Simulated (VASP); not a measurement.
The system is C.

```xyz
4
Lattice="2.4700 0.0000 0.0000 -1.2350 2.1391 0.0000 0.0000 0.0000 6.7900" Properties=species:S:1:pos:R:3 pbc="T T T"
C     0.0000    0.0000    0.0000
C     0.0000    0.0000    3.3950
C     0.0000    1.4261    0.0340
C     1.2350    0.7130    3.4289
```

| Property | Result |
| --- | --- |
| Program | VASP 6.6.1 |
| Task | relaxation of the atoms |
| Functional | r2SCAN |
| Potentials or basis | VASP PAW PBE potentials, release 64 (C) |
| Cutoff | 520 eV |
| k mesh | 15 × 15 × 5 |
| Occupations | fermi-dirac, width 0.05 eV |
| Spin | no spin polarisation |

At the start: pressure -3.9 GPa; volume 8.97 Å³/atom.

Problem. Where does the relaxation end?

Solution. Over 3 steps the energy falls by 5.0 meV/atom; space group P6_3/mmc (No. 194, to 0.1 Å) before and after.

Step by step:
```csv
step,energy change (eV),largest force (eV/Å),pressure (GPa)
1,0.0000,0.5871,-3.85
2,-0.0110,0.3933,-3.81
3,-0.0199,0.0001,-3.79
```

Final structure:
```
CELL_PARAMETERS angstrom
2.47000 0.00000 0.00000
-1.23500 2.13908 0.00000
0.00000 0.00000 6.79000
ATOMIC_POSITIONS crystal
C 0.00000 0.00000 0.00250
C 0.00000 0.00000 0.50250
C 0.33333 0.66667 0.00250
C 0.66667 0.33333 0.50250
```

Caveat: the PAW data sets were made with another functional, which shifts forces and pressure a little.
